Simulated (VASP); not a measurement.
Write the native input for VASP 6.6.1 that does the following.

| Property | Result |
| --- | --- |
| Task | single point |
| Functional | PBE |
| Potentials or basis | VASP PAW PBE potentials, release 64 (Se, Ti_sv) |
| Cutoff | 520 eV |
| k mesh | 8 × 8 × 3 |
| Occupations | methfessel-paxton, width 0.05 eV |
| Spin | non-collinear spin, zero start, spin-orbit coupling |
| Starting moments | [[0.0, 0.0, 0.0], [0.0, 0.0, 0.0], [0.0, 0.0, 0.0], [0.0, 0.0, 0.0]] μB |
| Dipole correction | no |
| Further INCAR settings | ALGO = Normal; EDIFF = 1e-06; NBANDS = 56 |

The structure of Ti3Se lies in POSCAR:

```
Ti3Se
1.0
    3.1974455988      0.0000000000      0.0000000000
   -1.5987227994      2.7690691158      0.0000000000
    0.0000000000      0.0000000000      7.9427450000
Se Ti
1 3
Direct
    0.0000000000      0.0000000000      0.0000000000
    0.6666666667      0.3333333333      0.5000000000
    0.3333333333      0.6666666667      0.7729020000
    0.3333333333      0.6666666667      0.2270980000
```

One way to write it, as run:

INCAR

```
PREC     = Accurate       # precision mode
ENCUT    = 520            # plane-wave cutoff, eV
EDIFF    = 1E-6           # SCF threshold, eV
ISMEAR   = 1              # smearing method
SIGMA    = 0.05           # smearing width, eV
LREAL    = F              # projectors in reciprocal space
LASPH    = T              # aspherical terms in the spheres
NELM     = 150            # most SCF steps
ALGO     = Normal         # electronic algorithm
ISIF     = 2              # what is computed and relaxed
LWAVE    = F              # write WAVECAR
LCHARG   = F              # write CHGCAR
LNONCOLLINEAR= T              # non-collinear magnetism
MAGMOM   = 0 0 0 0 0 0 0 0 0 0 0 0 # initial moments
LORBIT   = 11             # projections on sites
LSORBIT  = T              # spin-orbit coupling
GGA_COMPAT= F            
LORBMOM  = T            
LMAXMIX  = 4              # l up to which the mixer works
GGA      = PE             # functional
NBANDS   = 56             # bands
```

KPOINTS

```
Automatic mesh
0
Gamma
  8 8 3
```

Potentials or basis: VASP PAW PBE potentials, release 64 (Se, Ti_sv).

Command:

```bash
$ cat potpaw_PBE.64/Se/POTCAR potpaw_PBE.64/Ti_sv/POTCAR > POTCAR
$ mpirun -np 1 vasp_ncl > vasp.out
```

It gave:

```yaml
Pressure: 0.2 GPa
Net_moment: 0.00 μB per cell
Valence_electrons_inside_the_program's_atomic_spheres: Se 4.00; Ti 10.15, 10.22
```

Run time: 6.2 min on 1 thread of Oxide Virtual Turin-like Processor (shared host), peak memory 0.38 GiB.
